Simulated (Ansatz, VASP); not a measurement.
**Two plane-wave programs on Mg3Sn3N**

```xyz
7
Lattice="2.8602 -1.6512 -0.0075 2.8602 1.6512 -0.0075 -1.8333 0.0000 15.3442" Properties=species:S:1:pos:R:3 pbc="T T T"
Mg    1.6798    0.0000    9.1065
Mg    1.7066    0.0000   14.2259
Mg    1.6383    0.0000    0.9337
Sn    3.5796    0.0000    6.6226
Sn   -0.2137    0.0000   11.5635
Sn    3.5635    0.0000    3.6122
N     3.6158    0.0000   15.2520
```

Change from the starting cell: the structure that the rattled cell fell into.

Alike in both runs: functional PBE; k mesh 12 × 12 × 2; occupations gaussian, width 0.1 eV; no spin polarisation.

Ansatz relaxed the structure, and its values are those at the end. VASP's run is a single point on that final structure, the one shown.

```csv
,VASP,Ansatz
version,VASP 6.6.1,Ansatz 0.2.0
potentials or method,"VASP PAW PBE potentials, release 64 (Mg, Sn_d, N), cutoff 520 eV","scalar-relativistic, plane waves, PAW"
valence electrons in the cell,53,77
```

Ansatz gave:

* gap on the k mesh at the Fermi level (eV): none
* pressure (GPa): 0.0
* rms of the force components (eV/Å): 0.001

Task: Estimate VASP's values.

Result: gap on the k mesh at the Fermi level (eV): none; pressure (GPa): -0.2; rms of the force components (eV/Å): 0.012.

A gap of «none» marks a metal or a gap that the smearing closes. VASP's potentials hold 53 valence electrons a cell and Ansatz's 77, so a difference there can come from the potentials and not from the codes.
